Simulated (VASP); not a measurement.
Set up this calculation in VASP 6.6.1, as the native input.

- Task: single point
- Functional: r2SCAN
- Potentials or basis: VASP PAW PBE potentials, release 64 (N, B, As)
- Cutoff: 520 eV
- k mesh: 8 × 8 × 8
- Occupations: gaussian, width 0.01 eV
- Spin: no spin polarisation
- Dipole correction: no
- Further INCAR settings: ALGO = Normal; EDIFF = 1e-07; NBANDS = 26

B2AsN:

```
N B As
1.0
    -2.12115    2.12115    4.15339
     2.12115   -2.12115    4.15339
     2.12115    2.12115   -4.15339
N B As
2 4 2
Direct
  0.00000 0.00000 0.00000
  0.25000 0.75000 0.50000
  0.62500 0.70013 0.57513
  0.95013 0.37500 0.07513
  0.12500 0.04987 0.42487
  0.29987 0.87500 0.92487
  0.50000 0.50000 0.00000
  0.75000 0.25000 0.50000
```

One way to write it, as run:

POSCAR

```
B2AsN
1.0
   -2.1211533922      2.1211533922      4.1533937106
    2.1211533922     -2.1211533922      4.1533937106
    2.1211533922      2.1211533922     -4.1533937106
N B As
2 4 2
Direct
    0.0000000000      0.0000000000      0.0000000000
    0.2500000000      0.7500000000      0.5000000000
    0.6250000000      0.7001349988      0.5751349988
    0.9501349988      0.3750000000      0.0751349988
    0.1250000000      0.0498650012      0.4248650012
    0.2998650012      0.8750000000     -0.0751349988
    0.5000000000      0.5000000000      0.0000000000
    0.7500000000      0.2500000000      0.5000000000
```

INCAR.step1

```
SYSTEM = B2AsN
ALGO = Normal
EDIFF = 1E-4
ENCUT = 520
GGA = PE
ISMEAR = 0
LASPH = .TRUE.
LCHARG = .FALSE.
LREAL = .FALSE.
LWAVE = .TRUE.
NBANDS = 26
NELM = 80
PREC = Accurate
SIGMA = 0.01
```

INCAR.step2

```
SYSTEM = B2AsN
ALGO = Normal
EDIFF = 1E-7
ENCUT = 520
ISIF = 2
ISMEAR = 0
ISTART = 1
LASPH = .TRUE.
LCHARG = .TRUE.
LELF = .TRUE.
LMIXTAU = .TRUE.
LREAL = .FALSE.
LVHAR = .TRUE.
LWAVE = .FALSE.
METAGGA = R2SCAN
NBANDS = 26
NELM = 80
PREC = Accurate
SIGMA = 0.01
```

KPOINTS

```
k-points
0
G
  8 8 8
  0 0 0
```

Potentials or basis: VASP PAW PBE potentials, release 64 (N, B, As).

Launch:

```bash
$ cat potpaw_PBE.64/N/POTCAR potpaw_PBE.64/B/POTCAR potpaw_PBE.64/As/POTCAR > POTCAR
$ cp INCAR.step1 INCAR
$ mpirun -np 1 vasp_std > vasp.out
$ cp INCAR.step2 INCAR
$ mpirun -np 1 vasp_std > vasp.out
```

Results of the run:

The pressure is 0.6 GPa, the largest force is 0.032 eV/Å and the band gap on the k mesh is 2.41 eV (least direct gap 2.45 eV).

Caveat: the PAW data sets were made with another functional, which shifts forces and pressure a little.

Run time: 7.4 min on 1 thread of Intel(R) Xeon(R) Platinum 8488C (Sapphire Rapids), with other jobs on the host, peak memory 0.32 GiB.
